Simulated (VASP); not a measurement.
Here is a VASP 6.6.1 calculation.

Contents of INCAR:

```
PREC = Accurate ; ENCUT = 600
EDIFF = 1E-6 ; ISMEAR = 0
SIGMA = 0.1 ; LREAL = F
LASPH = T ; NELM = 120
ALGO = Normal ; ISIF = 2
LWAVE = F ; LCHARG = T
LELF = T ; LVHAR = T
NBANDS = 11 ; GGA_COMPAT = F
```

File KPOINTS:

```
regular mesh
0
Gamma
  8 8 8
```

POSCAR

```
AlN
1.0
    0.0000000000      2.0040905347      2.0040905347
    2.0040905347      0.0000000000      2.0040905347
    2.0040905347      2.0040905347      0.0000000000
Al N
1 1
Direct
    0.5000000000      0.5000000000      0.5000000000
    0.0000000000      0.0000000000      0.0000000000
```

Potentials or basis: VASP PAW LDA potentials, release 64 (Al, N).

Command:

```sh
$ cat potpaw_LDA.64/Al/POTCAR potpaw_LDA.64/N/POTCAR > POTCAR
$ mpirun -np 1 vasp_std > vasp.out
```

Q: Predict the pressure.

A: 1.1 GPa.

Q: What does it give for the band gap on the k mesh?

A: 4.71 eV (least direct gap 6.15 eV).

A k mesh can miss the band edges.
